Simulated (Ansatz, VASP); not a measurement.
## One calculation of SiGe2C2, two programs

```
CELL_PARAMETERS angstrom
4.90760 0.00000 0.00000
0.00000 4.90760 0.00000
0.00000 0.00000 3.44391
ATOMIC_POSITIONS crystal
Si 0.50000 0.50000 0.50000
Ge 0.00000 0.50000 0.50000
Ge 0.50000 0.00000 0.50000
C 0.00000 0.00000 0.00000
C 0.50000 0.50000 0.00000
```

Alike in both runs: functional PBE; k mesh 4 × 4 × 4; occupations gaussian, width 0.1 eV; no spin polarisation.

Ansatz relaxed the structure, and its values are those at the end. VASP's run is a single point on that final structure, the one shown.

|  | VASP | Ansatz |
| --- | --- | --- |
| version | VASP 6.6.1 | Ansatz 0.2.0 |
| potentials or method | VASP PAW PBE potentials, release 64 (Si, Ge_d, C), cutoff 520 eV | scalar-relativistic, plane waves, PAW |
| valence electrons in the cell | 40 | 40 |

|  | VASP | Ansatz | Ansatz less VASP |
| --- | --- | --- | --- |
| gap on the k mesh at the Fermi level (eV) | none | none | - |
| pressure (GPa) | 0.0 | 0.0 | +0.03 |

A gap of «none» marks a metal or a gap that the smearing closes.

The k mesh is coarse, so the values compare programs but aren't converged.
